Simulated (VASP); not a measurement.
# Au3C in VASP: further runs, part 2 of 2

VASP 6.6.1. Earlier steps stand in the parts before.

**4. Single point, PBE**

The input, INCAR:

```
SYSTEM = Au3C
  ALGO = Normal
  DIPOL = 0.5 0.5 0.336
  EDIFF = 1E-7
  ENCUT = 520
  GGA = PE
  IDIPOL = 3
  ISIF = 2
  ISMEAR = 0
  LASPH = .TRUE.
  LCHARG = .FALSE.
  LDIPOL = .TRUE.
  LREAL = .FALSE.
  LWAVE = .FALSE.
  NBANDS = 26
  NELM = 60
  PREC = Accurate
  SIGMA = 0.1
```

The input, KPOINTS:

```
k-points
0
G
  9 9 1
  0 0 0
```

The input, POSCAR:

```
Au3C
1.0
    2.9402049748      0.0000000000      0.0000000000
   -1.4701024874      2.5462922005      0.0000000000
    0.0000000000      0.0000000000     21.8974947720
Au C
3 1
Direct
    0.6666666667      0.3333333333      0.1826692981
    0.3333333333      0.6666666667      0.2945190844
    0.0000000000      0.0000000000      0.4063247812
    0.6666666667     -0.6666666667      0.4606688974
```

Potentials or basis: VASP PAW PBE potentials, release 64 (Au, C).

Started as:

```
$ cat potpaw_PBE.64/Au/POTCAR potpaw_PBE.64/C/POTCAR > POTCAR
$ mpirun -np 1 vasp_std > vasp.out
```

OUTCAR:

```text
SYSTEM = Au3C
   EDIFF = 1E-7
   ENCUT = 520
   GGA = PE
   ISIF = 2
   ISMEAR = 0
   LASPH = .TRUE.
   LREAL = .FALSE.
   NELM = 60
   PREC = Accurate

 ion  position               nearest neighbor table
   1  0.667  0.333  0.183-   2 2.98   2 2.98   2 2.98
   2  0.333  0.667  0.295-   3 2.98   3 2.98   3 2.98   1 2.98   1 2.98   1 2.98
   3  0.000  0.000  0.406-   4 2.07   4 2.07   4 2.07   2 2.98   2 2.98   2 2.98
   4  0.667  0.333  0.461-   3 2.07   3 2.07   3 2.07

  LATTYP: Found a hexagonal cell.
 ALAT       =     2.9402049748
 C/A-ratio  =     7.4476082313

  Lattice vectors:

 A1 = (   2.9402049748,   0.0000000000,   0.0000000000)
 A2 = (  -1.4701024874,   2.5462922005,   0.0000000000)
 A3 = (   0.0000000000,   0.0000000000,  21.8974947720)

Analysis of symmetry for initial positions (statically):
=====================================================================
 Subroutine PRICEL returns:
 Original cell was already a primitive cell.

 Routine SETGRP: Setting up the symmetry group for a
 hexagonal supercell.

 Subroutine GETGRP returns: Found  6 space group operations
 (whereof  6 operations were pure point group operations)
 out of a pool of 24 trial point group operations.

The static configuration has the point symmetry C_3v.

Analysis of symmetry for dynamics (positions and initial velocities):
=====================================================================
 Subroutine PRICEL returns:
 Original cell was already a primitive cell.

 Routine SETGRP: Setting up the symmetry group for a
 hexagonal supercell.

 Subroutine GETGRP returns: Found  6 space group operations
 (whereof  6 operations were pure point group operations)
 out of a pool of 24 trial point group operations.

The dynamic configuration has the point symmetry C_3v.

 Subroutine INISYM returns: Found  6 space group operations
 (whereof  6 operations are pure point group operations),
 and found     1 'primitive' translations

----------------------------------------------------------------------------------------

                                     Primitive cell

  volume of cell :     163.9382

  direct lattice vectors                    reciprocal lattice vectors
     2.940204975  0.000000000  0.000000000     0.340112342  0.196363952  0.000000000
    -1.470102487  2.546292200  0.000000000     0.000000000  0.392727904  0.000000000
     0.000000000  0.000000000 21.897494772     0.000000000  0.000000000  0.045667325

  length of vectors
     2.940204975  2.940204975 21.897494772     0.392727904  0.392727904  0.045667325

  position of ions in fractional coordinates (direct lattice)
     0.666666667  0.333333333  0.182669298
     0.333333333  0.666666667  0.294519084
     0.000000000  0.000000000  0.406324781
     0.666666667  0.333333333  0.460668897

  ion indices of the primitive-cell ions
   primitive index   ion index
                 1           1
                 2           2
                 3           3
                 4           4

----------------------------------------------------------------------------------------

 KPOINTS: k-points
[... 31 lines left out ...]
  0.222222  0.111111  0.000000     12.000000
  0.333333  0.111111  0.000000     12.000000
  0.444444  0.111111  0.000000      6.000000
  0.222222  0.222222  0.000000      6.000000
  0.333333  0.222222  0.000000     12.000000
  0.333333  0.333333  0.000000      2.000000
   k-points           NKPTS =     12   k-points in BZ     NKDIM =     12   number of bands    NBANDS=     26
   number of dos      NEDOS =    301   number of ions     NIONS =      4
   total plane-waves  NPLWV =  96768
   dimension x,y,z NGX =    24 NGY =   24 NGZ =  168
   dimension x,y,z NGXF=    48 NGYF=   48 NGZF=  336
   ions per type =               3   1
   NGX,Y,Z   is equivalent  to a cutoff of  13.57, 13.57, 12.75 a.u.
   NGXF,Y,Z  is equivalent  to a cutoff of  27.14, 27.14, 25.51 a.u.
 SYSTEM =  Au3C
   PREC   = accura    normal or accurate (medium, high low for compatibility)
   ISTART =      0    job   : 0-new  1-cont  2-samecut
   ICHARG =      2    charge: 1-file 2-atom 10-const
   ISPIN  =      1    spin polarized calculation?
   LNONCOLLINEAR =      F non collinear calculations
   LSORBIT =      F    spin-orbit coupling
   LASPH  =      T    aspherical Exc in radial PAW
   ENCUT  =  520.0 eV  38.22 Ry    6.18 a.u.   5.47  5.47 40.71*2*pi/ulx,y,z
   NELM   =     60;   NELMIN=  2; NELMDL= -5     # of ELM steps
   EDIFF  = 0.1E-06   stopping-criterion for ELM
   LREAL  =      F    real-space projection
   EDIFFG = 0.1E-05   stopping-criterion for IOM
   NSW    =      0    number of steps for IOM
   IBRION =     -1    ionic relax: 0-MD 1-quasi-New 2-CG
   NFREE  =      0    steps in history (QN), initial steepest desc. (CG)
   ISIF   =      2    stress and relaxation
   ISYM   =      2    0-nonsym 1-usesym 2-fastsym
   POTIM  = 0.5000    time-step for ionic-motion
   TEBEG  =    0.0;   TEEND  =   0.0 temperature during run
   PSTRESS=    0.0 pullay stress
   NELECT =      37.0000    total number of electrons
   NUPDOWN=      -1.0000    fix difference up-down
   EMIN   =  10.00;   EMAX   =-10.00  energy-range for DOS
   EFERMI =   0.00;   METHOD = LEGACY
   ISMEAR =     0;   SIGMA  =   0.10  broadening in eV -4-tet -1-fermi 0-gaus
   EFERMI_NEDOS =   21; number of points for ismear=-14 and -15
   IALGO  =     38    algorithm
   IMIX   =      4    mixing-type and parameters
     AMIX     =   0.40;   BMIX     =  1.00
     AMIX_MAG =   1.60;   BMIX_MAG =  1.00
  volume/ion in A,a.u.               =      40.98       276.58
  Fermi-wavevector in a.u.,A,eV,Ry     =   0.996740  1.883566 13.517266  0.993491
  Thomas-Fermi vector in A             =   2.128849
   LORBIT       =      0    0 simple, 1 ext, 2 COOP (PROOUT), +10 PAW based schemes
   GGA     = PE    functional components
   LHFCALC =     F    Hartree Fock is set to
   AEXX    =    0.0000 exact exchange contribution
   IVDW    =     0    specifies the selected vdW correction
   LEPSILON=     F    determine dielectric tensor
   LRPA    =     F    only Hartree local field effects (RPA)
 non-spin polarized calculation
 Gauss-broadening in eV      SIGMA  =   0.10
  energy-cutoff  :      520.00
  volume of cell :      163.94
 maximum number of plane-waves:      4481
 NGX is ok and might be reduce to    24
   NGX = 11   NGY = 11   NGZ = 81

 dipolmoment           0.000000      0.000000     -0.020912 electrons x Angstroem

 number of electron      36.9999996 magnetization

 dipolmoment           0.000000      0.000000      0.052653 electrons x Angstroem

 Free energy of the ion-electron system (eV)
  ---------------------------------------------------
  ext. energy  EPLUGINS =         0.00000000
  ---------------------------------------------------
  free energy    TOTEN  =       -13.85766893 eV

  energy without entropy =      -13.83910350  energy(sigma->0) =      -13.84838622

 E-fermi :  -0.7428     XC(G=0):  -5.3094

 val. band max:       -0.7644258589   @ k =   0.4444   0.1111   0.0000
 cond. band min:      -0.7377303018   @ k =   0.2222   0.2222   0.0000
 fundamental gap:      0.0266955571
 Fermi energy:        -0.7428157551

 k-point     1 :       0.0000    0.0000    0.0000
  band No.  band energies     occupation
      1     -14.0258      2.00000
      2      -8.7999      2.00000
      3      -7.9307      2.00000
      4      -7.4849      2.00000
      5      -7.4849      2.00000
      6      -7.2462      2.00000
[... 337 lines left out ...]
     25       5.4877      0.00000
     26       7.9307      0.00000

------------------------ aborting loop because EDIFF is reached ----------------------------------------

 vacuum level on the upper side and lower side of the slab       (xc-potential included)         0.615        -0.627

  FORCE on cell =-STRESS in cart. coord.  units (eV):
  Direction    XX          YY          ZZ          XY          YZ          ZX
  --------------------------------------------------------------------------------------
  -------------------------------------------------------------------------------------
  Total        2.8461328      2.8461328      0.4113011      0.0000000      0.0000000      0.0000000
  in kB       27.8154103     27.8154103      4.0196676      0.0000000      0.0000000      0.0000000
  external PRESSURE =      19.8834960 kB  Pullay stress =       0.0000000 kB

 VOLUME and BASIS-vectors are now :
 -----------------------------------------------------------------------------
  energy-cutoff  :      520.00
  volume of cell :      163.94
      direct lattice vectors                 reciprocal lattice vectors
     2.940204975  0.000000000  0.000000000     0.340112342  0.196363952  0.000000000
    -1.470102487  2.546292200  0.000000000     0.000000000  0.392727904  0.000000000
     0.000000000  0.000000000 21.897494772     0.000000000  0.000000000  0.045667325

 POSITION                                       TOTAL-FORCE (eV/Angst)
 -----------------------------------------------------------------------------------
      1.47010      0.84876      4.00000         0.000000     -0.000000     -0.077994
     -0.00000      1.69753      6.44923         0.000000      0.000000      0.141678
      0.00000      0.00000      8.89749        -0.000000     -0.000000     -0.414344
      1.47010      0.84876     10.08749        -0.000000     -0.000000      0.350660
 -----------------------------------------------------------------------------------
    total drift:                               -0.000000     -0.000000     -0.000205

  FREE ENERGIE OF THE ION-ELECTRON SYSTEM (eV)
  ---------------------------------------------------
  free  energy   TOTEN  =       -13.8576689289 eV

  energy  without entropy=      -13.8391035016  energy(sigma->0) =      -13.84838622

 vacuum level on the upper side and lower side of the slab         6.029         4.756
```

OSZICAR:

```text
N       E                     dE             d eps       ncg     rms          rms(c)
DAV:   1     0.241824749735E+03    0.24182E+03   -0.16050E+04   624   0.118E+03
DAV:   2    -0.434262673743E+01   -0.24617E+03   -0.23313E+03   750   0.252E+02
DAV:   3    -0.172766878201E+02   -0.12934E+02   -0.12644E+02   776   0.557E+01
[... 34 lines left out ...]
DAV:  38    -0.138576700635E+02    0.58109E-06   -0.27082E-07   594   0.357E-03    0.122E-02
DAV:  39    -0.138576693702E+02    0.69333E-06   -0.75320E-07   672   0.528E-03    0.732E-03
DAV:  40    -0.138576691125E+02    0.25767E-06   -0.22867E-07   632   0.278E-03    0.479E-03
DAV:  41    -0.138576689737E+02    0.13880E-06   -0.11575E-07   488   0.211E-03    0.285E-03
DAV:  42    -0.138576689289E+02    0.44757E-07   -0.40490E-08   474   0.129E-03
   1 F= -.13857669E+02 E0= -.13848386E+02  d E =-.185654E-01
```

stdout:

```text
POSCAR found type information on POSCAR AuC
 POSCAR found :  2 types and       4 ions
 scaLAPACK will be used
 LDA part: xc-table for (Slater+PW92), standard interpolation
 POSCAR, INCAR and KPOINTS ok, starting setup
 FFT: planning ... GRIDC
 FFT: planning ... GRID_SOFT
 FFT: planning ... GRID
 WAVECAR not read
 entering main loop
```

Wall time 67 s (1 thread of Intel Xeon 6975P-C (Granite Rapids), shared host); peak memory 0.31 GiB.

What came out:

* Free energy: -13.8577 eV
* Largest force: 0.414 eV/Å

Forces in eV/Å, atoms in the order of the input:
```
Au   0.000  0.000 -0.078
Au   0.000  0.000  0.142
Au   0.000  0.000 -0.414
C    0.000  0.000  0.351
```

Levels at points of the mesh, in eV from the Fermi level:
| k point | band 15 | band 16 | band 17 | band 18 | band 19 | band 20 | band 21 | band 22 |
| --- | --- | --- | --- | --- | --- | --- | --- | --- |
| (0.00, 0.00, 0.00) | -2.61 | -2.61 | -1.92 | -1.92 | -0.71 | 0.69 | 3.40 | 3.40 |

Caveat: spin-orbit coupling is left out, which moves the levels of the heavy elements.
